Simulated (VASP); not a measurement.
Here is a VASP 6.6.1 calculation.

The input INCAR:

```
PREC = Accurate ; ENCUT = 520
EDIFF = 1E-7 ; ISMEAR = 0
SIGMA = 0.15 ; LREAL = F
LASPH = T ; NELM = 60
ALGO = Normal ; ISIF = 2
LWAVE = F ; LCHARG = F
GGA = PE ; NBANDS = 11
```

Contents of KPOINTS:

```
regular mesh
0
Gamma
  20 20 20
```

Contents of POSCAR:

```
Si
1.0
   -2.4069428891      2.4069428891      1.3292653899
    2.4069428891     -2.4069428891      1.3292653899
    2.4069428891      2.4069428891     -1.3292653899
Si
2
Direct
    0.2500000000      0.7500000000      0.5000000000
    0.5000000000      0.5000000000      0.0000000000
```

Potentials or basis: VASP PAW PBE potentials, release 64 (Si).

Launch:

```sh
$ cat potpaw_PBE.64/Si/POTCAR > POTCAR
$ mpirun -np 1 vasp_std > vasp.out
```

**Question.** What does it give for the pressure?

**Answer.** -0.4 GPa.

**Question.** Predict the band gap on the k mesh.

**Answer.** Zero (band 4 reaches 11.32 eV, above the bottom of band 5 at 4.91 eV).

Stress tensor (GPa, compression positive):
```
-0.46  0.00  0.00
 0.00 -0.46  0.00
 0.00  0.00 -0.36
```

Caveat: the cell differs from its parent crystal (strain +0.015 along x and y, +0.000 along z).
